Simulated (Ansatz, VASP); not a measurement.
Two plane-wave programs on YB3

```xyz
8
Lattice="8.2718 0.0000 0.0000 0.0000 3.1003 0.0000 0.0000 0.0000 3.4973" Properties=species:S:1:pos:R:3 pbc="T T T"
Y     2.0679    0.0000    3.3314
Y     6.2038    0.0000    0.1659
B     4.2696    1.5501    2.6472
B     0.1337    1.5501    0.8501
B     0.0000    0.0000    1.7487
B     4.1359    0.0000    1.7487
B     8.1381    1.5501    2.6472
B     4.0022    1.5501    0.8501
```

Change from the starting cell: the structure that the rattled cell fell into.

Alike in both runs: task relaxation of cell and atoms; functional PBE; k mesh 2 × 6 × 6; occupations gaussian, width 0.1 eV; no spin polarisation.

```csv
,VASP,Ansatz
version,VASP 6.6.1,Ansatz 0.2.0
potentials or method,"VASP PAW PBE potentials, release 64 (Y_sv, B), cutoff 600 eV","scalar-relativistic, plane waves, PAW"
valence electrons in the cell,40,40
```

```tsv
	VASP	Ansatz	Ansatz less VASP
gap on the k mesh at the Fermi level, each at its own relaxed structure (eV)	none	none	-
relaxed volume (Å³/atom)	11.22	11.24	+0.020
relaxed cell length with the largest relative difference (Å)	3.500	3.505	+0.0045
```

A gap of «none» marks a metal or a gap that the smearing closes.

The k mesh is coarse, so the values compare programs but aren't converged.
